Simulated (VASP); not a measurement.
## TaBi: relaxation of cell and atoms with PBE

Crystal: TaBi.

```
Ta Bi
1.0
     0.00000    2.73596    2.73596
     2.73596    0.00000    2.73596
     2.73596    2.73596    0.00000
Ta Bi
1 1
Direct
  0.50000 0.50000 0.50000
  0.00000 0.00000 0.00000
```

* Program: VASP 6.6.1
* Task: relaxation of cell and atoms
* Functional: PBE
* Potentials or basis: VASP PAW PBE potentials, release 64 (Ta_pv, Bi_d)
* Cutoff: 600 eV
* k mesh: 6 × 6 × 6
* Occupations: gaussian, width 0.1 eV
* Spin: no spin polarisation
* Dipole correction: no
* Further INCAR settings: ALGO = Normal; EDIFF = 1e-07; IBRION = 2; EDIFFG = -0.05; NSW = 100; ISIF = 3

```json
{"Relaxed volume": "24.83 Å³/atom", "Relaxed cell": "a = 4.126 Å, b = 4.126 Å, c = 4.126 Å, α = 60.00°, β = 60.00°, γ = 60.00°", "Space group after relaxing (to 0.05 Å)": "Fm-3m (No. 225)", "Energy gained by relaxing": "316.4 meV/atom", "Ionic steps": "4", "Pressure after relaxing": "-0.3 GPa", "Band gap on the k mesh": "zero (band 13 reaches 7.95 eV, above the bottom of band 14 at 7.02 eV)"}
```

The path:
| step | energy change (eV) | largest force (eV/Å) | pressure (GPa) | volume (Å³) |
| --- | --- | --- | --- | --- |
| 1 | 0.0000 | 0.0000 | 28.48 | 40.96 |
| 2 | 0.3596 | 0.0000 | -13.78 | 66.55 |
| 3 | -0.6303 | 0.0000 | -1.25 | 50.17 |
| 4 | -0.6328 | 0.0000 | -0.32 | 49.67 |

Final structure:
```xyz
2
Lattice="0.0000 2.9175 2.9175 2.9175 0.0000 2.9175 2.9175 2.9175 0.0000" Properties=species:S:1:pos:R:3 pbc="T T T"
Ta    2.9175    2.9175    2.9175
Bi    0.0000    0.0000    0.0000
```

Levels at points of the mesh, in eV from the Fermi level:
| k point | band 11 | band 12 | band 13 | band 14 | band 15 | band 16 |
| --- | --- | --- | --- | --- | --- | --- |
| (0.00, 0.00, 0.00) | -0.92 | -0.92 | -0.28 | -0.28 | 0.70 | 0.70 |
| (0.50, 0.00, 0.00) | -3.37 | -3.37 | 0.37 | 0.37 | 0.49 | 2.82 |
| (0.50, 0.50, 0.00) | -2.22 | -1.68 | -1.68 | 0.22 | 0.38 | 0.99 |

It took 23 s on 1 thread of Intel(R) Xeon(R) 6975P-C (Granite Rapids) (shared host), peak memory 0.19 GiB.

Caveat: the volume moved by over 15 % at a fixed basis, so the end points are rough; spin-orbit coupling is left out, which moves the levels of the heavy elements.
